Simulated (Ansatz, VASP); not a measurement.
# One calculation of Al7C, two programs

```
CELL_PARAMETERS angstrom
0.00000 3.95197 3.95197
3.95197 0.00000 3.95197
3.95197 3.95197 0.00000
ATOMIC_POSITIONS crystal
Al 0.22337 0.77663 0.77663
Al 0.77663 0.22337 0.22337
Al 0.77663 0.22337 0.77663
Al 0.22337 0.77663 0.22337
Al 0.77663 0.77663 0.22337
Al 0.22337 0.22337 0.77663
Al 0.50000 0.50000 0.50000
C 0.00000 0.00000 0.00000
```

Alike in both runs: task relaxation of cell and atoms; functional PBE; k mesh 4 × 4 × 4; occupations gaussian, width 0.1 eV; no spin polarisation.

|  | VASP | Ansatz |
| --- | --- | --- |
| version | VASP 6.6.1 | Ansatz 0.2.0 |
| potentials or method | VASP PAW PBE potentials, release 64 (Al, C), cutoff 600 eV | scalar-relativistic, plane waves, PAW |
| valence electrons in the cell | 25 | 25 |

Ansatz gave:

| Property | Result |
| --- | --- |
| gap on the k mesh at the Fermi level, each at its own relaxed structure (eV) | none |
| relaxed volume (Å³/atom) | 24.85 |
| relaxed cell length with the largest relative difference (Å) | 6.551 |

Q: Which values does VASP return?

A: gap on the k mesh at the Fermi level, each at its own relaxed structure (eV): none; relaxed volume (Å³/atom): 24.89; relaxed cell length with the largest relative difference (Å): 6.555.

A gap of «none» marks a metal or a gap that the smearing closes.

Noted on VASP's run: the volume moved by over 15 % at a fixed basis, so the end points are rough.
